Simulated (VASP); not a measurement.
Write the native input for VASP 6.6.1 that does the following.

* Task: single point
* Functional: PBEsol
* Potentials or basis: VASP PAW PBE potentials, release 64 (Pb_d)
* Cutoff: 520 eV
* k mesh: 9 × 9 × 3
* Occupations: fermi-dirac, width 0.05 eV
* Spin: no spin polarisation
* Dipole correction: no
* Further INCAR settings: ALGO = Normal; EDIFF = 1e-06; NBANDS = 36

The structure of Pb lies in POSCAR:

```
Pb
1.0
    3.4524201150      0.0000000000      0.0000000000
   -1.7262100576      2.9898835242      0.0000000000
    0.0000000000      0.0000000000     11.2605791934
Pb
4
Direct
    0.6666666667      0.3333333333      0.7500000000
    0.0000000000      0.0000000000      0.5000000000
    0.3333333333      0.6666666667      0.2500000000
    0.0000000000      0.0000000000      0.0000000000
```

This cell differs from its parent crystal: volume scaled by 0.94.

One way to write it, as run:

INCAR

```
SYSTEM = Pb
PREC = Accurate
ENCUT = 520
EDIFF = 1E-6
ISMEAR = -1
SIGMA = 0.05
LREAL = .FALSE.
LASPH = .TRUE.
NELM = 60
ALGO = Normal
ISIF = 2
LWAVE = .FALSE.
LCHARG = .FALSE.
GGA = PS
NBANDS = 36
```

KPOINTS

```
Automatic mesh
0
G
  9 9 3
  0 0 0
```

Potentials or basis: VASP PAW PBE potentials, release 64 (Pb_d).

The run is started by

```bash
$ cat potpaw_PBE.64/Pb_d/POTCAR > POTCAR
$ mpirun -np 1 vasp_std > vasp.out
```

Results of the run:

```yaml
Pressure: 1.4 GPa
Band_gap_on_the_k_mesh: zero (band 28 reaches 13.48 eV, above the bottom of band 29 at 5.38 eV)
```

Caveat: the PAW data sets were made with another functional, which shifts forces and pressure a little; spin-orbit coupling is left out, which moves the levels of the heavy elements.

Run time: 85 s on 1 thread of Intel Xeon 6975P-C, on a shared host, peak memory 0.27 GiB.
